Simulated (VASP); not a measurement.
# ZrN (Fm-3m) in VASP: a series of runs

ZrN is run at these levels: PBE; tasks: single point.

Program: VASP 6.6.1. These are calculated values, not measurements. Logs are shortened: lines on timing, memory, paths and dates and some standing lists are left out, and cuts for length are marked.

## (1) The cell of the first run

The structure is cubic, space group Fm-3m (No. 225). Conventional cell: a = 4.630 Å, b = 4.630 Å, c = 4.630 Å, α = 90.00°, β = 90.00°, γ = 90.00°. Zr (site symmetry m-3m) has 6 N at 2.32 Å within 3.1 Å. Within 3.1 Å of N (site symmetry m-3m) lie 6 Zr at 2.32 Å.

## (2) Single point, PBE

INCAR reads:

```
SYSTEM = ZrN
ALGO = Normal
EDIFF = 1E-6
ENCUT = 600
GGA = PE
GGA_COMPAT = .False.
ISIF = 2
ISMEAR = -1
LASPH = .True.
LCHARG = .False.
LREAL = .False.
LWAVE = .False.
NBANDS = 16
NELM = 120
PREC = Accurate
SIGMA = 0.05
```

KPOINTS reads:

```
k-points
0
Gamma
  10 10 10
  0 0 0
```

POSCAR reads:

```
ZrN
1.0
    0.0000000000      2.3152322320      2.3152322320
    2.3152322320      0.0000000000      2.3152322320
    2.3152322320      2.3152322320      0.0000000000
Zr N
1 1
Direct
    0.5000000000      0.5000000000      0.5000000000
    0.0000000000      0.0000000000      0.0000000000
```

Potentials or basis: VASP PAW PBE potentials, release 64 (Zr_sv, N).

Command:

```
> cat potpaw_PBE.64/Zr_sv/POTCAR potpaw_PBE.64/N/POTCAR > POTCAR
> mpirun -np 1 vasp_std > vasp.out
```

OUTCAR:

```text
SYSTEM = ZrN
   EDIFF = 1E-6
   ENCUT = 600
   GGA = PE
   ISIF = 2
   ISMEAR = -1
   LASPH = .True.
   LREAL = .False.
   NELM = 120
   PREC = Accurate

 ion  position               nearest neighbor table
   1  0.500  0.500  0.500-   2 2.32   2 2.32   2 2.32   2 2.32   2 2.32   2 2.32
   2  0.000  0.000  0.000-   1 2.32   1 2.32   1 2.32   1 2.32   1 2.32   1 2.32

  LATTYP: Found a face centered cubic cell.
 ALAT       =     4.6304644640

  Lattice vectors:

 A1 = (   0.0000000000,   2.3152322320,   2.3152322320)
 A2 = (   2.3152322320,   0.0000000000,   2.3152322320)
 A3 = (   2.3152322320,   2.3152322320,   0.0000000000)

Analysis of symmetry for initial positions (statically):
=====================================================================
 Subroutine PRICEL returns:
 Original cell was already a primitive cell.

 Routine SETGRP: Setting up the symmetry group for a
 face centered cubic supercell.

 Subroutine GETGRP returns: Found 48 space group operations
 (whereof 48 operations were pure point group operations)
 out of a pool of 48 trial point group operations.

The static configuration has the point symmetry O_h .

Analysis of symmetry for dynamics (positions and initial velocities):
=====================================================================
 Subroutine PRICEL returns:
 Original cell was already a primitive cell.

 Routine SETGRP: Setting up the symmetry group for a
 face centered cubic supercell.

 Subroutine GETGRP returns: Found 48 space group operations
 (whereof 48 operations were pure point group operations)
 out of a pool of 48 trial point group operations.

The dynamic configuration has the point symmetry O_h .

 Subroutine INISYM returns: Found 48 space group operations
 (whereof 48 operations are pure point group operations),
 and found     1 'primitive' translations

----------------------------------------------------------------------------------------

                                     Primitive cell

  volume of cell :      24.8207

  direct lattice vectors                    reciprocal lattice vectors
     0.000000000  2.315232232  2.315232232    -0.215961057  0.215961057  0.215961057
     2.315232232  0.000000000  2.315232232     0.215961057 -0.215961057  0.215961057
     2.315232232  2.315232232  0.000000000     0.215961057  0.215961057 -0.215961057

  length of vectors
     3.274232823  3.274232823  3.274232823     0.374055523  0.374055523  0.374055523

  position of ions in fractional coordinates (direct lattice)
     0.500000000  0.500000000  0.500000000
     0.000000000  0.000000000  0.000000000

  ion indices of the primitive-cell ions
   primitive index   ion index
                 1           1
                 2           2

----------------------------------------------------------------------------------------

 KPOINTS: k-points

Automatic generation of k-mesh.
 Grid dimensions read from file:
 generate k-points for:   10   10   10

 Generating k-lattice:

  Cartesian coordinates                     Fractional coordinates (reciprocal lattice)
    -0.021596106  0.021596106  0.021596106     0.100000000  0.000000000  0.000000000
     0.021596106 -0.021596106  0.021596106     0.000000000  0.100000000  0.000000000
     0.021596106  0.021596106 -0.021596106     0.000000000  0.000000000  0.100000000

  Length of vectors
     0.037405552  0.037405552  0.037405552

  Shift w.r.t. Gamma in fractional coordinates (k-lattice)
     0.000000000  0.000000000  0.000000000

 Subroutine IBZKPT returns following result:
 ===========================================

 Found     47 irreducible k-points:

 Following reciprocal coordinates:
            Coordinates               Weight
  0.000000  0.000000  0.000000      1.000000
  0.100000  0.000000  0.000000      8.000000
  0.200000  0.000000  0.000000      8.000000
  0.300000  0.000000  0.000000      8.000000
  0.400000  0.000000  0.000000      8.000000
  0.500000  0.000000  0.000000      4.000000
[... 16 lines left out ...]
  0.300000  0.300000  0.000000      6.000000
  0.400000  0.300000  0.000000     24.000000
 [... further k-points ...]
   k-points           NKPTS =     47   k-points in BZ     NKDIM =     47   number of bands    NBANDS=     16
   number of dos      NEDOS =    301   number of ions     NIONS =      2
   total plane-waves  NPLWV =  21952
   dimension x,y,z NGX =    28 NGY =   28 NGZ =   28
   dimension x,y,z NGXF=    56 NGYF=   56 NGZF=   56
   ions per type =               1   1
   NGX,Y,Z   is equivalent  to a cutoff of  14.22, 14.22, 14.22 a.u.
   NGXF,Y,Z  is equivalent  to a cutoff of  28.43, 28.43, 28.43 a.u.
 SYSTEM =  ZrN
   PREC   = accura    normal or accurate (medium, high low for compatibility)
   ISTART =      0    job   : 0-new  1-cont  2-samecut
   ICHARG =      2    charge: 1-file 2-atom 10-const
   ISPIN  =      1    spin polarized calculation?
   LNONCOLLINEAR =      F non collinear calculations
   LSORBIT =      F    spin-orbit coupling
   LASPH  =      T    aspherical Exc in radial PAW
   ENCUT  =  600.0 eV  44.10 Ry    6.64 a.u.   6.54  6.54  6.54*2*pi/ulx,y,z
   NELM   =    120;   NELMIN=  2; NELMDL= -5     # of ELM steps
   EDIFF  = 0.1E-05   stopping-criterion for ELM
   LREAL  =      F    real-space projection
   EDIFFG = 0.1E-04   stopping-criterion for IOM
   NSW    =      0    number of steps for IOM
   IBRION =     -1    ionic relax: 0-MD 1-quasi-New 2-CG
   NFREE  =      0    steps in history (QN), initial steepest desc. (CG)
   ISIF   =      2    stress and relaxation
   ISYM   =      2    0-nonsym 1-usesym 2-fastsym
   POTIM  = 0.5000    time-step for ionic-motion
   TEBEG  =    0.0;   TEEND  =   0.0 temperature during run
   PSTRESS=    0.0 pullay stress
   NELECT =      17.0000    total number of electrons
   NUPDOWN=      -1.0000    fix difference up-down
   EMIN   =  10.00;   EMAX   =-10.00  energy-range for DOS
   EFERMI =   0.00;   METHOD = LEGACY
   ISMEAR =    -1;   SIGMA  =   0.05  broadening in eV -4-tet -1-fermi 0-gaus
   EFERMI_NEDOS =   21; number of points for ismear=-14 and -15
   IALGO  =     38    algorithm
   IMIX   =      4    mixing-type and parameters
     AMIX     =   0.40;   BMIX     =  1.00
     AMIX_MAG =   1.60;   BMIX_MAG =  1.00
  volume/ion in A,a.u.               =      12.41        83.75
  Fermi-wavevector in a.u.,A,eV,Ry     =   1.443067  2.727002 28.333359  2.082443
  Thomas-Fermi vector in A             =   2.561517
   LORBIT       =      0    0 simple, 1 ext, 2 COOP (PROOUT), +10 PAW based schemes
   GGA     = PE    functional components
   LHFCALC =     F    Hartree Fock is set to
   AEXX    =    0.0000 exact exchange contribution
   IVDW    =     0    specifies the selected vdW correction
   LEPSILON=     F    determine dielectric tensor
   LRPA    =     F    only Hartree local field effects (RPA)
 non-spin polarized calculation
  energy-cutoff  :      600.00
  volume of cell :       24.82
 maximum number of plane-waves:       869
 NGX is ok and might be reduce to    28
   NGX = 13   NGY = 13   NGZ = 13

 number of electron      17.0000000 magnetization

 Free energy of the ion-electron system (eV)
  ---------------------------------------------------
  ext. energy  EPLUGINS =         0.00000000
  ---------------------------------------------------
  free energy    TOTEN  =       -20.36306130 eV

  energy without entropy =      -20.35654939  energy(sigma->0) =      -20.35980534

 E-fermi :  11.6218     XC(G=0): -12.3488

 val. band max:       11.6182702388   @ k =  -0.1000   0.1000   0.0000
 cond. band min:      11.6294700216   @ k =  -0.4000   0.3000   0.0000
 fundamental gap:      0.0111997828
 Fermi energy:        11.6218454692

 k-point     1 :       0.0000    0.0000    0.0000
  band No.  band energies     occupation
      1     -38.0756      2.00000
      2     -15.7258      2.00000
      3     -15.7258      2.00000
      4     -15.7258      2.00000
      5      -4.5603      2.00000
      6       8.9673      2.00000
[... 8 lines left out ...]
     15      20.7338      0.00000
     16      33.5388      0.00000

 k-point     2 :       0.1000    0.0000    0.0000
  band No.  band energies     occupation
      1     -38.0639      2.00000
      2     -15.8353      2.00000
      3     -15.7341      2.00000
      4     -15.7341      2.00000
      5      -4.3737      2.00000
      6       8.1907      2.00000
[... 8 lines left out ...]
     15      21.3696      0.00000
     16      31.5961      0.00000

 k-point     3 :       0.2000    0.0000    0.0000
  band No.  band energies     occupation
      1     -38.0333      2.00000
      2     -16.1104      2.00000
      3     -15.7559      2.00000
      4     -15.7559      2.00000
      5      -3.8826      2.00000
      6       6.7642      2.00000
[... 8 lines left out ...]
     15      22.8365      0.00000
     16      29.2450      0.00000

 k-point     4 :       0.3000    0.0000    0.0000
  band No.  band energies     occupation
      1     -37.9951      2.00000
      2     -16.4305      2.00000
      3     -15.7826      2.00000
      4     -15.7826      2.00000
      5      -3.2572      2.00000
      6       5.4132      2.00000
[... 8 lines left out ...]
     15      23.6815      0.00000
     16      26.9467      0.00000

 k-point     5 :       0.4000    0.0000    0.0000
  band No.  band energies     occupation
      1     -37.9639      2.00000
      2     -16.6758      2.00000
      3     -15.8040      2.00000
      4     -15.8040      2.00000
      5      -2.7171      2.00000
      6       4.4414      2.00000
[... 8 lines left out ...]
     15      23.7738      0.00000
     16      24.6537      0.00000

 k-point     6 :       0.5000    0.0000    0.0000
  band No.  band energies     occupation
      1     -37.9519      2.00000
      2     -16.7667      2.00000
      3     -15.8121      2.00000
      4     -15.8121      2.00000
      5      -2.4967      2.00000
      6       4.0789      2.00000
[... 8 lines left out ...]
     15      23.6656      0.00000
     16      23.6656      0.00000

 k-point     7 :       0.1000    0.1000    0.0000
  band No.  band energies     occupation
      1     -38.0601      2.00000
      2     -15.8301      2.00000
      3     -15.7569      2.00000
      4     -15.7569      2.00000
      5      -4.3254      2.00000
      6       7.6143      2.00000
[... 8 lines left out ...]
     15      21.5777      0.00000
     16      31.3546      0.00000

 k-point     8 :       0.2000    0.1000    0.0000
  band No.  band energies     occupation
      1     -38.0358      2.00000
      2     -16.0321      2.00000
      3     -15.7903      2.00000
      4     -15.7718      2.00000
      5      -3.9766      2.00000
      6       6.6198      2.00000
[... 8 lines left out ...]
     15      22.7949      0.00000
     16      29.1050      0.00000

 k-point     9 :       0.3000    0.1000    0.0000
  band No.  band energies     occupation
      1     -38.0001      2.00000
      2     -16.3250      2.00000
      3     -15.8215      2.00000
      4     -15.7979      2.00000
      5      -3.4583      2.00000
      6       5.6559      2.00000
[... 8 lines left out ...]
     15      23.8594      0.00000
     16      27.0510      0.00000
[... 172 lines left out ...]
 k-point    19 :       0.5000    0.2000    0.0000
  band No.  band energies     occupation
      1     -37.9384      2.00000
      2     -16.5979      2.00000
      3     -16.0077      2.00000
      4     -15.8949      2.00000
      5      -3.0551      2.00000
      6       5.1183      2.00000
[... 8 lines left out ...]
     15      22.8240      0.00000
     16      24.8959      0.00000

 k-point    20 :      -0.4000    0.2000    0.0000
  band No.  band energies     occupation
      1     -37.9358      2.00000
      2     -16.6089      2.00000
      3     -16.0595      2.00000
      4     -15.8613      2.00000
      5      -2.9279      2.00000
      6       4.8784      2.00000
[... 8 lines left out ...]
     15      23.0012      0.00000
     16      23.8808      0.00000

 k-point    21 :      -0.3000    0.2000    0.0000
  band No.  band energies     occupation
      1     -37.9526      2.00000
      2     -16.5151      2.00000
      3     -16.0564      2.00000
      4     -15.8139      2.00000
      5      -2.9974      2.00000
      6       4.9359      2.00000
[... 8 lines left out ...]
     15      23.5031      0.00000
     16      23.9153      0.00000

 k-point    22 :      -0.2000    0.2000    0.0000
  band No.  band energies     occupation
      1     -37.9820      2.00000
      2     -16.3716      2.00000
      3     -15.9751      2.00000
      4     -15.7706      2.00000
      5      -3.2591      2.00000
      6       5.3581      2.00000
[... 8 lines left out ...]
     15      24.1798      0.00000
     16      24.5798      0.00000

 k-point    23 :       0.3000    0.3000    0.0000
  band No.  band energies     occupation
      1     -37.9690      2.00000
      2     -16.3276      2.00000
      3     -15.9375      2.00000
      4     -15.9375      2.00000
      5      -3.6901      2.00000
      6       5.7396      2.00000
[... 8 lines left out ...]
     15      25.7102      0.00000
     16      26.2887      0.00000

 k-point    24 :       0.4000    0.3000    0.0000
  band No.  band energies     occupation
      1     -37.9445      2.00000
      2     -16.4412      2.00000
      3     -16.0017      2.00000
      4     -15.9704      2.00000
      5      -3.6601      2.00000
      6       5.9661      2.00000
[... 8 lines left out ...]
     15      23.6133      0.00000
     16      26.2616      0.00000

 [... further k-points ...]

------------------------ aborting loop because EDIFF is reached ----------------------------------------

  FORCE on cell =-STRESS in cart. coord.  units (eV):
  Direction    XX          YY          ZZ          XY          YZ          ZX
  --------------------------------------------------------------------------------------
  -------------------------------------------------------------------------------------
  Total       -0.8312810     -0.8312810     -0.8312810     -0.0000000     -0.0000000     -0.0000000
  in kB      -53.6592698    -53.6592698    -53.6592698     -0.0000000     -0.0000000     -0.0000000
  external PRESSURE =     -53.6592698 kB  Pullay stress =       0.0000000 kB

 VOLUME and BASIS-vectors are now :
 -----------------------------------------------------------------------------
  energy-cutoff  :      600.00
  volume of cell :       24.82
      direct lattice vectors                 reciprocal lattice vectors
     0.000000000  2.315232232  2.315232232    -0.215961057  0.215961057  0.215961057
     2.315232232  0.000000000  2.315232232     0.215961057 -0.215961057  0.215961057
     2.315232232  2.315232232  0.000000000     0.215961057  0.215961057 -0.215961057

 POSITION                                       TOTAL-FORCE (eV/Angst)
 -----------------------------------------------------------------------------------
      2.31523      2.31523      2.31523         0.000000      0.000000      0.000000
      0.00000      0.00000      0.00000        -0.000000      0.000000      0.000000
 -----------------------------------------------------------------------------------
    total drift:                                0.000000      0.000000      0.000000

  FREE ENERGIE OF THE ION-ELECTRON SYSTEM (eV)
  ---------------------------------------------------
  free  energy   TOTEN  =       -20.3630612965 eV

  energy  without entropy=      -20.3565493918  energy(sigma->0) =      -20.35980534
```

Wall time 30 s (1 thread of Intel Xeon 6975P-C, shared host); peak memory 0.17 GiB.

What came out:

| Quantity | Value |
| --- | --- |
| Free energy | -20.3631 eV |
| Pressure | -5.4 GPa |

## (3) Single point, PBE

This run uses another cell than the first one, of 12.65 Å³/atom, 1.020 times its volume.

INCAR reads:

```
PREC = Accurate ; ENCUT = 600
EDIFF = 1E-6 ; ISMEAR = -1
SIGMA = 0.05 ; LREAL = F
LASPH = T ; NELM = 120
ALGO = Normal ; ISIF = 2
LWAVE = F ; LCHARG = F
GGA = PE ; NBANDS = 16
GGA_COMPAT = F
```

KPOINTS reads:

```
regular mesh
0
Gamma
  10 10 10
```

POSCAR reads:

```
ZrN
1.0
    0.0000000000      2.3302666288      2.3302666288
    2.3302666288      0.0000000000      2.3302666288
    2.3302666288      2.3302666288      0.0000000000
Zr N
1 1
Direct
    0.5000000000      0.5000000000      0.5000000000
    0.0000000000      0.0000000000      0.0000000000
```

Potentials or basis: VASP PAW PBE potentials, release 64 (Zr_sv, N).

Command:

```
> cat potpaw_PBE.64/Zr_sv/POTCAR potpaw_PBE.64/N/POTCAR > POTCAR
> mpirun -np 1 vasp_std > vasp.out
```

It took 29 s on 1 thread of Intel Xeon 6975P-C, shared host; peak memory 0.17 GiB.

It converged, with:

```
Free energy : -20.3410 eV
Pressure    : -9.6 GPa
```

Levels at points of the mesh, in eV from the Fermi level:
| k point | band 5 | band 6 | band 7 | band 8 | band 9 | band 10 | band 11 | band 12 | band 13 | band 14 |
| --- | --- | --- | --- | --- | --- | --- | --- | --- | --- | --- |
| (0.00, 0.00, 0.00) | -16.09 | -2.62 | -2.62 | -2.62 | -0.41 | -0.41 | -0.41 | 1.45 | 1.45 | 2.40 |
| (0.50, 0.00, 0.00) | -14.11 | -7.44 | -5.49 | -5.49 | 2.77 | 2.83 | 2.83 | 4.49 | 7.17 | 7.17 |
| (0.50, 0.50, 0.00) | -15.53 | -4.61 | -3.31 | -3.16 | -3.16 | 3.11 | 4.18 | 4.18 | 4.43 | 8.64 |
